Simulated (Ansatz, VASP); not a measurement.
## Two plane-wave programs on Na3F4

```xyz
7
Lattice="-3.0791 3.0791 3.0791 3.0791 -3.0791 3.0791 3.0791 3.0791 -3.0791" Properties=species:S:1:pos:R:3 pbc="T T T"
Na    3.0791    0.0000    0.0000
Na    0.0000    3.0791    0.0000
Na    0.0000    0.0000    3.0791
F     1.5396    1.5396    1.5396
F     1.5396    1.5396   -1.5396
F     1.5396   -1.5396    1.5396
F    -1.5396    1.5396    1.5396
```

Alike in both runs: task relaxation of cell and atoms; functional PBE; k mesh 4 × 4 × 4; occupations gaussian, width 0.1 eV; collinear spin.

|  | VASP | Ansatz |
| --- | --- | --- |
| version | VASP 6.6.1 | Ansatz 0.2.0 |
| potentials or method | VASP PAW PBE potentials, release 64 (Na_pv, F), cutoff 600 eV | scalar-relativistic, plane waves, PAW |
| valence electrons in the cell | 49 | 55 |

VASP gave:

| Quantity | Value |
| --- | --- |
| gap on the k mesh at the Fermi level, each at its own relaxed structure (eV) | none |
| net moment per atom (μB) | 0.14 |
| size of the moment on the site where the two differ most (μB) | 0.23 |
| relaxed volume (Å³/atom) | 12.80 |
| relaxed cell length with the largest relative difference (Å) | 4.883 |

Problem. What did Ansatz give for the same quantities?

Solution. gap on the k mesh at the Fermi level, each at its own relaxed structure (eV): none; net moment per atom (μB): 0.14; size of the moment on the site where the two differ most (μB): 0.25; relaxed volume (Å³/atom): 12.91; relaxed cell length with the largest relative difference (Å): 4.896.

Site moments also hang on the region over which each program counts them. A gap of «none» marks a metal or a gap that the smearing closes. VASP's potentials hold 49 valence electrons a cell and Ansatz's 55, so a difference there can come from the potentials and not from the codes.

The k mesh is coarse, so the values compare programs but aren't converged. Noted on VASP's run: the volume moved by over 15 % at a fixed basis, so the end points are rough.
